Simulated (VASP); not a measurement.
Input of a VASP 6.6.1 run:

The input INCAR:

```
SYSTEM = Ti6O
ALGO = Normal ; EDIFF = 1E-6
ENCUT = 520 ; GGA = PS
ISIF = 2 ; ISMEAR = 0
LASPH = .True. ; LCHARG = .True.
LELF = .True. ; LREAL = .False.
LVHAR = .True. ; LWAVE = .False.
NBANDS = 48 ; NELM = 100
PREC = Accurate ; SIGMA = 0.1
```

The input KPOINTS:

```
k-points
0
Gamma
  12 12 8
  0 0 0
```

File POSCAR:

```
Ti6O
1.0
    4.8933598428      0.0000000000      0.0000000000
   -2.4466799214      4.2377739337      0.0000000000
    0.0000000000      0.0000000000      4.5503181539
Ti O
6 1
Direct
    0.3345527031      0.0000000000      0.2598453421
    0.0000000000      0.3345527031      0.2598453421
    0.6654472969      0.6654472969      0.2598453421
    0.0000000000      0.6654472969      0.7401546579
    0.6654472969      0.0000000000      0.7401546579
    0.3345527031      0.3345527031      0.7401546579
    0.0000000000      0.0000000000      0.0000000000
```

Potentials or basis: VASP PAW PBE potentials, release 64 (Ti_sv, O).

The run is started by

```bash
$ cat potpaw_PBE.64/Ti_sv/POTCAR potpaw_PBE.64/O/POTCAR > POTCAR
$ mpirun -np 1 vasp_std > vasp.out
```

What does it give for the pressure?

15.9 GPa.

Predict the largest force.

0.050 eV/Å.

Estimate the band gap on the k mesh.

zero (band 39 reaches 10.18 eV, above the bottom of band 40 at 9.62 eV).

Forces in eV/Å, atoms in the order of the input:
```
Ti   0.039  0.000  0.031
Ti  -0.020  0.034  0.031
Ti  -0.020 -0.034  0.031
Ti   0.020 -0.034 -0.031
Ti  -0.039  0.000 -0.031
Ti   0.020  0.034 -0.031
O    0.000  0.000  0.000
```

Caveat: the PAW data sets were made with another functional, which shifts forces and pressure a little.
